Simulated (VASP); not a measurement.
Set up this calculation in VASP 6.6.1, as the native input.

- Task: single point
- Functional: r2SCAN
- Potentials or basis: VASP PAW PBE potentials, release 64 (Lu)
- Cutoff: 520 eV
- k mesh: 9 × 9 × 5
- Occupations: fermi-dirac, width 0.1 eV
- Spin: no spin polarisation
- Dipole correction: no
- Further INCAR settings: ALGO = Normal; EDIFF = 1e-07; NBANDS = 32

Lu:

```
Lu
1.0
     3.50442    0.00000    0.00000
    -1.75221    3.03492    0.00000
     0.00000    0.00000    5.47500
Lu
2
Direct
  0.33333 0.66667 0.25000
  0.66667 0.33333 0.75000
```

One way to write it, as run:

POSCAR

```
Lu
1.0
    3.5044240723      0.0000000000      0.0000000000
   -1.7522120361      3.0349202722      0.0000000000
    0.0000000000      0.0000000000      5.4749953929
Lu
2
Direct
    0.3333333333      0.6666666667      0.2500000000
    0.6666666667      0.3333333333      0.7500000000
```

INCAR.step1

```
  PREC = Accurate
  ENCUT = 520
  ISMEAR = -1
  SIGMA = 0.1
  LREAL = F
  LASPH = T
  NELM = 100
  NBANDS = 32
  GGA = PE
  ALGO = Normal
  EDIFF = 1E-4
  LWAVE = T
  LCHARG = F
```

INCAR.step2

```
  PREC = Accurate
  ENCUT = 520
  EDIFF = 1E-7
  ISMEAR = -1
  SIGMA = 0.1
  LREAL = F
  LASPH = T
  NELM = 100
  ALGO = Normal
  ISIF = 2
  LWAVE = F
  LCHARG = F
  METAGGA = R2SCAN
  LMIXTAU = T
  NBANDS = 32
  ISTART = 1
```

KPOINTS

```
regular mesh
0
Gamma
  9 9 5
```

Potentials or basis: VASP PAW PBE potentials, release 64 (Lu).

Command:

```bash
$ cat potpaw_PBE.64/Lu/POTCAR > POTCAR
$ cp INCAR.step1 INCAR
$ mpirun -np 1 vasp_std > vasp.out
$ cp INCAR.step2 INCAR
$ mpirun -np 1 vasp_std > vasp.out
```

It gave:

The pressure is 0.3 GPa. The band gap on the k mesh is zero (bands 25 and 26 overlap by 1.61 eV).

Caveat: the PAW data sets were made with another functional, which shifts forces and pressure a little; spin-orbit coupling is left out, which moves the levels of the heavy elements.

Wall time 2.2 min on 1 thread of Intel(R) Xeon(R) 6975P-C (Granite Rapids) (shared host), peak memory 0.21 GiB.
